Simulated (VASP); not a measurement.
# Li2Se (Fm-3m) in VASP: notebook, part 2 of 2

VASP 6.6.1. The steps go on from the part before.

### 5 Single point, r2SCAN (18.22 Å³/atom)

This run uses another cell than the first one, of 18.22 Å³/atom.

POSCAR

```
Li2Se
1.0
    0.0000000000      3.0124464094      3.0124464094
    3.0124464094      0.0000000000      3.0124464094
    3.0124464094      3.0124464094      0.0000000000
Li Se
2 1
Direct
    0.2500000000      0.2500000000      0.2500000000
    0.7500000000      0.7500000000      0.7500000000
    0.0000000000      0.0000000000      0.0000000000
```

INCAR.step1

```
ALGO = Normal
EDIFF = 1E-5
ENCUT = 830
GGA = PE
GGA_COMPAT = F
ISMEAR = 0
LASPH = T
LCHARG = F
LREAL = F
LWAVE = T
NBANDS = 13
NELM = 120
PREC = Accurate
SIGMA = 0.05
```

INCAR.step2

```
ALGO = Normal
EDIFF = 1E-6
ENCUT = 830
GGA_COMPAT = F
ISIF = 2
ISMEAR = 0
ISTART = 1
LASPH = T
LCHARG = F
LMIXTAU = T
LREAL = F
LWAVE = F
METAGGA = R2SCAN
NBANDS = 13
NELM = 120
PREC = Accurate
SIGMA = 0.05
```

KPOINTS

```
k-points
0
Gamma
  8 8 8
```

The run is started by

```sh
$ cat potpaw_PBE.64/Li_sv/POTCAR potpaw_PBE.64/Se/POTCAR > POTCAR
$ cp INCAR.step1 INCAR
$ mpirun -np 1 vasp_std > vasp.out
$ cp INCAR.step2 INCAR
$ mpirun -np 1 vasp_std > vasp.out
```

Run time: 2.2 min. Hardware: 1 thread of Intel Xeon Platinum 8488C (Sapphire Rapids), shared host; peak memory 0.27 GiB.

It converged, with:

```yaml
Free_energy: -23.4362 eV
Pressure: -0.8 GPa
Band_gap_on_the_k_mesh: 3.47 eV (least direct gap 4.09 eV)
```

Levels at points of the mesh, in eV from the valence-band top:
| k point | band 3 | band 4 | band 5 | band 6 | band 7 | band 8 | band 9 | band 10 |
| --- | --- | --- | --- | --- | --- | --- | --- | --- |
| (0.00, 0.00, 0.00) | -11.74 | 0.00 | 0.00 | 0.00 | 4.09 | 6.30 | 6.30 | 6.30 |
| (0.50, 0.00, 0.00) | -11.37 | -2.86 | -0.51 | -0.51 | 5.90 | 6.59 | 6.59 | 8.56 |
| (0.50, 0.50, 0.00) | -11.26 | -2.23 | -1.41 | -1.41 | 3.47 | 6.95 | 11.24 | 11.24 |

Caveat: the PAW data sets were made with another functional, which shifts forces and pressure a little.

### 6 Single point, r2SCAN+D3(BJ)

This run uses another cell than the first one, of 18.05 Å³/atom.

POSCAR

```
Li2Se
1.0
    0.0000000000      3.0024997683      3.0024997683
    3.0024997683      0.0000000000      3.0024997683
    3.0024997683      3.0024997683      0.0000000000
Li Se
2 1
Direct
    0.2500000000      0.2500000000      0.2500000000
    0.7500000000      0.7500000000      0.7500000000
    0.0000000000      0.0000000000      0.0000000000
```

INCAR.step1

```
PREC = Accurate ; ENCUT = 830
ISMEAR = 0 ; SIGMA = 0.05
LREAL = False ; LASPH = True
NELM = 120 ; NBANDS = 13
GGA = PE ; ALGO = Normal
EDIFF = 1E-5 ; LWAVE = True
LCHARG = False ; GGA_COMPAT = False
```

INCAR.step2

```
PREC = Accurate ; ENCUT = 830
EDIFF = 1E-6 ; ISMEAR = 0
SIGMA = 0.05 ; LREAL = False
LASPH = True ; NELM = 120
ALGO = Normal ; ISIF = 2
LWAVE = False ; LCHARG = True
METAGGA = R2SCAN ; LMIXTAU = True
IVDW = 12 ; VDW_S6 = 1.0
VDW_S8 = 0.78981345 ; VDW_A1 = 0.49484001
VDW_A2 = 5.73083694 ; LELF = True
LVHAR = True ; NBANDS = 13
ISTART = 1 ; GGA_COMPAT = False
```

KPOINTS

```
regular mesh
0
Gamma
  8 8 8
```

Potentials or basis: VASP PAW PBE potentials, release 64 (Li_sv, Se).

The run is started by

```sh
$ cat potpaw_PBE.64/Li_sv/POTCAR potpaw_PBE.64/Se/POTCAR > POTCAR
$ cp INCAR.step1 INCAR
$ mpirun -np 1 vasp_std > vasp.out
$ cp INCAR.step2 INCAR
$ mpirun -np 1 vasp_std > vasp.out
```

OUTCAR:

```text
PREC = Accurate
   ENCUT = 830
   EDIFF = 1E-6
   ISMEAR = 0
   LREAL = False
   LASPH = True
   NELM = 120
   ISIF = 2
   METAGGA = R2SCAN
   IVDW = 12
   ISTART = 1
 IVDW          = 12

 ion  position               nearest neighbor table
   1  0.250  0.250  0.250-   3 2.60   3 2.60   3 2.60   3 2.60
   2  0.750  0.750  0.750-   3 2.60   3 2.60   3 2.60   3 2.60
   3  0.000  0.000  0.000-   2 2.60   2 2.60   2 2.60   1 2.60   2 2.60   1 2.60   1 2.60   1 2.60

  LATTYP: Found a face centered cubic cell.
 ALAT       =     6.0049995366

[... 576 lines left out ...]

 Edisp (eV)   -0.37554

 E8    (eV) :    -0.1211

  FORCE on cell =-STRESS in cart. coord.  units (eV):
  Direction    XX          YY          ZZ          XY          YZ          ZX
  --------------------------------------------------------------------------------------
  -------------------------------------------------------------------------------------
  Total      -0.54487    -0.54487    -0.54487     0.00000     0.00000     0.00000
  in kB     -16.12605   -16.12605   -16.12605     0.00000     0.00000     0.00000
  external pressure =      -16.13 kB  Pullay stress =        0.00 kB

 VOLUME and BASIS-vectors are now :
 -----------------------------------------------------------------------------
  energy-cutoff  :      830.00
  volume of cell :       54.14
      direct lattice vectors                 reciprocal lattice vectors
     0.000000000  3.002499768  3.002499768    -0.166527906  0.166527906  0.166527906
     3.002499768  0.000000000  3.002499768     0.166527906 -0.166527906  0.166527906
     3.002499768  3.002499768  0.000000000     0.166527906  0.166527906 -0.166527906

 POSITION                                       TOTAL-FORCE (eV/Angst)
 -----------------------------------------------------------------------------------
      1.50125      1.50125      1.50125        -0.000000     -0.000000     -0.000000
      4.50375      4.50375      4.50375         0.000000      0.000000      0.000000
      0.00000      0.00000      0.00000         0.000000     -0.000000     -0.000000
 -----------------------------------------------------------------------------------
    total drift:                                0.000000     -0.000000      0.000000

  FREE ENERGIE OF THE ION-ELECTRON SYSTEM (eV)
  ---------------------------------------------------
  free  energy   TOTEN  =       -23.8139064720 eV

  energy  without entropy=      -23.8139064720  energy(sigma->0) =      -23.81390647
```

Run time: 2.2 min. Hardware: 1 thread of Intel Xeon Platinum 8488C (Sapphire Rapids), shared host; peak memory 0.28 GiB.

What came out:

* Free energy: -23.8139 eV
* Pressure: -1.6 GPa
* Band gap on the k mesh: 3.46 eV (least direct gap 4.13 eV)
* Dispersion energy per atom: -0.125 eV

Levels at points of the mesh, in eV from the valence-band top:
| k point | band 4 | band 5 | band 6 | band 7 | band 8 | band 9 |
| --- | --- | --- | --- | --- | --- | --- |
| (0.00, 0.00, 0.00) | 0.00 | 0.00 | 0.00 | 4.13 | 6.31 | 6.31 |
| (0.50, 0.00, 0.00) | -2.89 | -0.52 | -0.52 | 5.94 | 6.59 | 6.59 |
| (0.50, 0.50, 0.00) | -2.25 | -1.43 | -1.43 | 3.46 | 6.97 | 11.31 |

Caveat: three body term missing; the PAW data sets were made with another functional, which shifts forces and pressure a little.

### 7 Summary

```csv
level,cell,gap on the mesh (eV),pressure (GPa)
r2SCAN+D3(BJ),"a = 4.235 Å, angles 60.0°, 3 atoms",3.46,-1.3
r2SCAN+D3(BJ),"a = 4.226 Å, angles 60.0°, 3 atoms",3.45,-1.1
r2SCAN,"a = 4.246 Å, angles 60.0°, 3 atoms",3.46,-0.5
r2SCAN,"a = 4.260 Å, angles 60.0°, 3 atoms",3.47,-0.8
r2SCAN+D3(BJ),"a = 4.246 Å, angles 60.0°, 3 atoms",3.46,-1.6
```

Alike in all rows: task single point; potentials or basis VASP PAW PBE potentials, release 64 (Li_sv, Se); no spin polarisation; k mesh 8 × 8 × 8; cutoff (eV) 830; smearing gaussian 0.05 eV.

Caveats: the PAW data sets were made with another functional, which shifts forces and pressure a little; three body term missing (at least some runs).

Absolute energies hang on the potentials; compare differences alone.
